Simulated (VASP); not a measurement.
Here is a VASP 6.6.1 calculation.

INCAR

```
SYSTEM = LiF
ALGO = Normal
EDIFF = 1E-6
ENCUT = 520
GGA = PE
ISIF = 2
ISMEAR = -1
LASPH = .TRUE.
LCHARG = .TRUE.
LELF = .TRUE.
LREAL = .FALSE.
LVHAR = .TRUE.
LWAVE = .FALSE.
NBANDS = 18
NELM = 100
PREC = Accurate
SIGMA = 0.05
```

The input KPOINTS:

```
k-points
0
G
  10 10 6
  0 0 0
```

Contents of POSCAR:

```
LiF
1.0
    3.0609398175      0.0000000000      0.0000000000
   -1.5304699087      2.6508516414      0.0000000000
    0.0000000000      0.0000000000      4.8073245700
F Li
2 2
Direct
    0.6666666667      0.3333333333      0.4938437400
    0.3333333333      0.6666666667      0.9938437400
    0.6666666667      0.3333333333      0.8811542600
    0.3333333333      0.6666666667      0.3811542600
```

Potentials or basis: VASP PAW PBE potentials, release 64 (F, Li_sv).

The run is started by

```bash
$ cat potpaw_PBE.64/F/POTCAR potpaw_PBE.64/Li_sv/POTCAR > POTCAR
$ mpirun -np 1 vasp_std > vasp.out
```

(1) Estimate the band gap on the k mesh.

## Answers

(1) 7.91 eV.
